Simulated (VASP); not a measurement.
# Rh (P6_3/mmc) in VASP: notebook

The runs below take Rh through single point, with PBEsol.

Everything below comes from runs of VASP 6.6.1. Logs are shortened: lines on timing, memory, paths and dates and some standing lists are left out, and cuts for length are marked.

## (1) The cell of the first run

Symmetry: P6_3/mmc, No. 194, hexagonal system. Conventional cell: a = 2.690 Å, b = 2.690 Å, c = 4.561 Å, α = 90.00°, β = 90.00°, γ = 120.00°. Rh (site symmetry -6m2) has 12 Rh at 2.69 to 2.76 Å within 3.5 Å.

## (2) Single point, PBEsol (strain -0.015 along x and y, +0.030 along z)

The input, INCAR:

```
SYSTEM = Rh
  PREC = Accurate
  ENCUT = 520
  EDIFF = 1E-6
  ISMEAR = 0
  SIGMA = 0.15
  LREAL = .False.
  LASPH = .True.
  NELM = 80
  ALGO = Fast
  ISIF = 2
  LWAVE = .False.
  LCHARG = .False.
  GGA = PS
  NBANDS = 22
```

The input, KPOINTS:

```
Automatic mesh
0
Gamma
  18 18 12
  0 0 0
```

The input, POSCAR:

```
Rh
1.0
    2.6900143566      0.0000000000      0.0000000000
   -1.3450071783      2.3296207694      0.0000000000
    0.0000000000      0.0000000000      4.5613436700
Rh
2
Direct
    0.6666666667      0.3333333333      0.7500000000
    0.3333333333      0.6666666667      0.2500000000
```

Potentials or basis: VASP PAW PBE potentials, release 64 (Rh_pv).

Started as:

```
$ cat potpaw_PBE.64/Rh_pv/POTCAR > POTCAR
$ mpirun -np 1 vasp_std > vasp.out
```

OUTCAR:

```text
SYSTEM = Rh
   PREC = Accurate
   ENCUT = 520
   EDIFF = 1E-6
   ISMEAR = 0
   LREAL = .False.
   LASPH = .True.
   NELM = 80
   ISIF = 2
   GGA = PS

 ion  position               nearest neighbor table
   1  0.667  0.333  0.750-   2 2.76   2 2.76   2 2.76   2 2.76   2 2.76   2 2.76
   2  0.333  0.667  0.250-   1 2.76   1 2.76   1 2.76   1 2.76   1 2.76   1 2.76

  LATTYP: Found a hexagonal cell.
 ALAT       =     2.6900143566
 C/A-ratio  =     1.6956577421

  Lattice vectors:

 A1 = (   2.6900143566,   0.0000000000,   0.0000000000)
 A2 = (  -1.3450071783,   2.3296207694,   0.0000000000)
 A3 = (   0.0000000000,   0.0000000000,   4.5613436700)

Analysis of symmetry for initial positions (statically):
=====================================================================
 Subroutine PRICEL returns:
 Original cell was already a primitive cell.

 Routine SETGRP: Setting up the symmetry group for a
 hexagonal supercell.

 Subroutine GETGRP returns: Found 24 space group operations
 (whereof 12 operations were pure point group operations)
 out of a pool of 24 trial point group operations.

The static configuration has the point symmetry D_3d.
 The point group associated with its full space group is D_6h.

Analysis of symmetry for dynamics (positions and initial velocities):
=====================================================================
 Subroutine PRICEL returns:
 Original cell was already a primitive cell.

 Routine SETGRP: Setting up the symmetry group for a
 hexagonal supercell.

 Subroutine GETGRP returns: Found 24 space group operations
 (whereof 12 operations were pure point group operations)
 out of a pool of 24 trial point group operations.

The dynamic configuration has the point symmetry D_3d.
 The point group associated with its full space group is D_6h.

 Subroutine INISYM returns: Found 24 space group operations
 (whereof 12 operations are pure point group operations),
 and found     1 'primitive' translations

----------------------------------------------------------------------------------------

                                     Primitive cell

  volume of cell :      28.5846

  direct lattice vectors                    reciprocal lattice vectors
     2.690014357  0.000000000  0.000000000     0.371745228  0.214627207  0.000000000
    -1.345007178  2.329620769  0.000000000     0.000000000  0.429254415  0.000000000
     0.000000000  0.000000000  4.561343670     0.000000000  0.000000000  0.219233645

  length of vectors
     2.690014357  2.690014357  4.561343670     0.429254415  0.429254415  0.219233645

  position of ions in fractional coordinates (direct lattice)
     0.666666667  0.333333333  0.750000000
     0.333333333  0.666666667  0.250000000

  ion indices of the primitive-cell ions
   primitive index   ion index
                 1           1
                 2           2

----------------------------------------------------------------------------------------

 KPOINTS: Automatic mesh

Automatic generation of k-mesh.
 Grid dimensions read from file:
 generate k-points for:   18   18   12

 Generating k-lattice:

  Cartesian coordinates                     Fractional coordinates (reciprocal lattice)
     0.020652513  0.011923734  0.000000000     0.055555556  0.000000000  0.000000000
     0.000000000  0.023847467  0.000000000     0.000000000  0.055555556  0.000000000
     0.000000000  0.000000000  0.018269470     0.000000000  0.000000000  0.083333333

  Length of vectors
     0.023847467  0.023847467  0.018269470

  Shift w.r.t. Gamma in fractional coordinates (k-lattice)
     0.000000000  0.000000000  0.000000000

 Subroutine IBZKPT returns following result:
 ===========================================

 Found    259 irreducible k-points:

 Following reciprocal coordinates:
            Coordinates               Weight
  0.000000  0.000000  0.000000      1.000000
  0.055556 -0.000000  0.000000      6.000000
  0.111111 -0.000000  0.000000      6.000000
  0.166667  0.000000  0.000000      6.000000
  0.222222 -0.000000  0.000000      6.000000
  0.277778  0.000000  0.000000      6.000000
[... 16 lines left out ...]
  0.333333  0.111111  0.000000     12.000000
  0.388889  0.111111  0.000000     12.000000
 [... further k-points ...]
   k-points           NKPTS =    259   k-points in BZ     NKDIM =    259   number of bands    NBANDS=     22
   number of dos      NEDOS =    301   number of ions     NIONS =      2
   total plane-waves  NPLWV =  14400
   dimension x,y,z NGX =    20 NGY =   20 NGZ =   36
   dimension x,y,z NGXF=    40 NGYF=   40 NGZF=   72
   ions per type =               2
   NGX,Y,Z   is equivalent  to a cutoff of  12.36, 12.36, 13.12 a.u.
   NGXF,Y,Z  is equivalent  to a cutoff of  24.72, 24.72, 26.24 a.u.
 SYSTEM =  Rh
   PREC   = accura    normal or accurate (medium, high low for compatibility)
   ISTART =      0    job   : 0-new  1-cont  2-samecut
   ICHARG =      2    charge: 1-file 2-atom 10-const
   ISPIN  =      1    spin polarized calculation?
   LNONCOLLINEAR =      F non collinear calculations
   LSORBIT =      F    spin-orbit coupling
   LASPH  =      T    aspherical Exc in radial PAW
   ENCUT  =  520.0 eV  38.22 Ry    6.18 a.u.   5.00  5.00  8.48*2*pi/ulx,y,z
   NELM   =     80;   NELMIN=  2; NELMDL= -5     # of ELM steps
   EDIFF  = 0.1E-05   stopping-criterion for ELM
   LREAL  =      F    real-space projection
[... 7 lines left out ...]
   TEBEG  =    0.0;   TEEND  =   0.0 temperature during run
   PSTRESS=    0.0 pullay stress
   NELECT =      30.0000    total number of electrons
   NUPDOWN=      -1.0000    fix difference up-down
   EMIN   =  10.00;   EMAX   =-10.00  energy-range for DOS
   EFERMI =   0.00;   METHOD = LEGACY
   ISMEAR =     0;   SIGMA  =   0.15  broadening in eV -4-tet -1-fermi 0-gaus
   EFERMI_NEDOS =   21; number of points for ismear=-14 and -15
   IALGO  =     68    algorithm
   IMIX   =      4    mixing-type and parameters
     AMIX     =   0.40;   BMIX     =  1.00
     AMIX_MAG =   1.60;   BMIX_MAG =  1.00
  volume/ion in A,a.u.               =      14.29        96.45
  Fermi-wavevector in a.u.,A,eV,Ry     =   1.663685  3.143908 37.658845  2.767847
  Thomas-Fermi vector in A             =   2.750359
   LORBIT       =      0    0 simple, 1 ext, 2 COOP (PROOUT), +10 PAW based schemes
   GGA     = PS    functional components
   LHFCALC =     F    Hartree Fock is set to
   AEXX    =    0.0000 exact exchange contribution
   IVDW    =     0    specifies the selected vdW correction
   LEPSILON=     F    determine dielectric tensor
   LRPA    =     F    only Hartree local field effects (RPA)
 non-spin polarized calculation
 RMM-DIIS sequential band-by-band and
 Gauss-broadening in eV      SIGMA  =   0.15
  energy-cutoff  :      520.00
  volume of cell :       28.58
 maximum number of plane-waves:       789
 NGX is ok and might be reduce to    20
   NGX =  9   NGY =  9   NGZ = 17

 number of electron      30.0000004 magnetization

 Free energy of the ion-electron system (eV)
  ---------------------------------------------------
  ext. energy  EPLUGINS =         0.00000000
  ---------------------------------------------------
  free energy    TOTEN  =       -16.11257596 eV

  energy without entropy =      -16.07388236  energy(sigma->0) =      -16.09322916

 E-fermi :  11.1090     XC(G=0): -13.9665

 val. band max:       11.1078954730   @ k =   0.3333   0.1111   0.1667
 cond. band min:      11.1094699253   @ k =   0.1667   0.1667   0.4167
 fundamental gap:      0.0015744523
 Fermi energy:        11.1090495904

 k-point     1 :       0.0000    0.0000    0.0000
  band No.  band energies     occupation
      1     -35.7799      2.00000
      2     -35.2595      2.00000
      3     -35.2595      2.00000
      4     -35.1980      2.00000
      5     -35.1875      2.00000
      6     -35.1875      2.00000
[... 14 lines left out ...]
     21      28.4668      0.00000
     22      29.6820      0.00000

 k-point     2 :       0.0556   -0.0000    0.0000
  band No.  band energies     occupation
      1     -35.7737      2.00000
      2     -35.2765      2.00000
      3     -35.2646      2.00000
      4     -35.2049      2.00000
      5     -35.1997      2.00000
      6     -35.1906      2.00000
[... 14 lines left out ...]
     21      28.6153      0.00000
     22      29.7931      0.00000

 k-point     3 :       0.1111   -0.0000    0.0000
  band No.  band energies     occupation
      1     -35.7555      2.00000
      2     -35.3254      2.00000
      3     -35.2790      2.00000
      4     -35.2548      2.00000
      5     -35.2050      2.00000
      6     -35.1996      2.00000
[... 14 lines left out ...]
     21      29.0194      0.00000
     22      29.8883      0.00000

 k-point     4 :       0.1667    0.0000    0.0000
  band No.  band energies     occupation
      1     -35.7266      2.00000
      2     -35.4003      2.00000
      3     -35.3303      2.00000
      4     -35.3008      2.00000
      5     -35.2140      2.00000
      6     -35.2137      2.00000
[... 14 lines left out ...]
     21      29.4521      0.00000
     22      29.8399      0.00000

 k-point     5 :       0.2222   -0.0000    0.0000
  band No.  band energies     occupation
      1     -35.6890      2.00000
      2     -35.4920      2.00000
      3     -35.4213      2.00000
      4     -35.3270      2.00000
      5     -35.2314      2.00000
      6     -35.2273      2.00000
[... 14 lines left out ...]
     21      28.8287      0.00000
     22      29.0067      0.00000

 k-point     6 :       0.2778    0.0000    0.0000
  band No.  band energies     occupation
      1     -35.6454      2.00000
      2     -35.5895      2.00000
      3     -35.5165      2.00000
      4     -35.3544      2.00000
      5     -35.2506      2.00000
      6     -35.2448      2.00000
[... 14 lines left out ...]
     21      27.6549      0.00000
     22      27.7411      0.00000

 k-point     7 :       0.3333    0.0000    0.0000
  band No.  band energies     occupation
      1     -35.6809      2.00000
      2     -35.6045      2.00000
      3     -35.5995      2.00000
      4     -35.3798      2.00000
      5     -35.2688      2.00000
      6     -35.2662      2.00000
[... 324 lines left out ...]
      6     -35.2331      2.00000
[... 14 lines left out ...]
     21      26.7478      0.00000
     22      28.7830      0.00000

 k-point    21 :       0.2222    0.1111    0.0000
  band No.  band energies     occupation
      1     -35.6312      2.00000
      2     -35.5900      2.00000
      3     -35.5440      2.00000
      4     -35.3684      2.00000
      5     -35.2828      2.00000
      6     -35.2510      2.00000
[... 14 lines left out ...]
     21      25.7521      0.00000
     22      27.8139      0.00000

 k-point    22 :       0.2778    0.1111    0.0000
  band No.  band energies     occupation
      1     -35.6731      2.00000
      2     -35.6129      2.00000
      3     -35.5863      2.00000
      4     -35.4034      2.00000
      5     -35.3057      2.00000
      6     -35.2729      2.00000
[... 14 lines left out ...]
     21      24.7553      0.00000
     22      26.9482      0.00000

 k-point    23 :       0.3333    0.1111    0.0000
  band No.  band energies     occupation
      1     -35.7407      2.00000
      2     -35.6684      2.00000
      3     -35.5432      2.00000
      4     -35.4318      2.00000
      5     -35.3242      2.00000
      6     -35.2972      2.00000
[... 14 lines left out ...]
     21      23.8768      0.00000
     22      26.1672      0.00000

 k-point    24 :       0.3889    0.1111    0.0000
  band No.  band energies     occupation
      1     -35.7847      2.00000
      2     -35.7045      2.00000
      3     -35.5089      2.00000
      4     -35.4501      2.00000
      5     -35.3362      2.00000
      6     -35.3192      2.00000
[... 14 lines left out ...]
     21      23.2479      0.00000
     22      25.4979      0.00000

 [... further k-points ...]
[... 5 lines left out ...]
  --------------------------------------------------------------------------------------
  -------------------------------------------------------------------------------------
  Total       -1.6415298     -1.6415298     -3.7114934      0.0000000      0.0000000      0.0000000
  in kB      -92.0082393    -92.0082393   -208.0303302      0.0000000      0.0000000      0.0000000
  external PRESSURE =    -130.6822696 kB  Pullay stress =       0.0000000 kB

 VOLUME and BASIS-vectors are now :
 -----------------------------------------------------------------------------
  energy-cutoff  :      520.00
  volume of cell :       28.58
      direct lattice vectors                 reciprocal lattice vectors
     2.690014357  0.000000000  0.000000000     0.371745228  0.214627207  0.000000000
    -1.345007178  2.329620769  0.000000000     0.000000000  0.429254415  0.000000000
     0.000000000  0.000000000  4.561343670     0.000000000  0.000000000  0.219233645

 POSITION                                       TOTAL-FORCE (eV/Angst)
 -----------------------------------------------------------------------------------
      1.34501      0.77654      3.42101         0.000000      0.000000      0.000000
     -0.00000      1.55308      1.14034        -0.000000      0.000000      0.000000
 -----------------------------------------------------------------------------------
    total drift:                                0.000000     -0.000000      0.000000

  FREE ENERGIE OF THE ION-ELECTRON SYSTEM (eV)
  ---------------------------------------------------
  free  energy   TOTEN  =       -16.1125759608 eV

  energy  without entropy=      -16.0738823608  energy(sigma->0) =      -16.09322916
```

Run time: 72 s. Hardware: 1 thread of Intel Xeon 6975P-C (Granite Rapids), shared host; peak memory 0.23 GiB.

Results:

| Item | Value |
| --- | --- |
| Free energy | -16.1126 eV |
| Pressure | -13.1 GPa |
| Band gap on the k mesh | zero (band 15 reaches 11.89 eV, above the bottom of band 16 at 9.45 eV) |

Stress tensor (GPa, compression positive):
```
 -9.20   0.00   0.00
  0.00  -9.20   0.00
  0.00   0.00 -20.80
```

Levels at points of the mesh, in eV from the Fermi level:
| k point | band 12 | band 13 | band 14 | band 15 | band 16 | band 17 | band 18 | band 19 |
| --- | --- | --- | --- | --- | --- | --- | --- | --- |
| (0.00, 0.00, 0.00) | -2.42 | -2.42 | -1.46 | -1.46 | 0.19 | 0.19 | 0.29 | 7.56 |
| (0.50, 0.00, 0.00) | -2.25 | -1.88 | 0.49 | 0.65 | 0.87 | 3.02 | 5.08 | 9.95 |
| (0.00, 0.00, 0.50) | -2.86 | -2.86 | -2.86 | -0.35 | -0.35 | -0.35 | -0.35 | 13.95 |
| (0.50, 0.00, 0.50) | -1.39 | -0.25 | -0.25 | 0.78 | 0.78 | 2.64 | 2.64 | 9.08 |

Caveat: the cell differs from its parent crystal (strain -0.015 along x and y, +0.030 along z); the PAW data sets were made with another functional, which shifts forces and pressure a little.

[end of part 1 of 2]
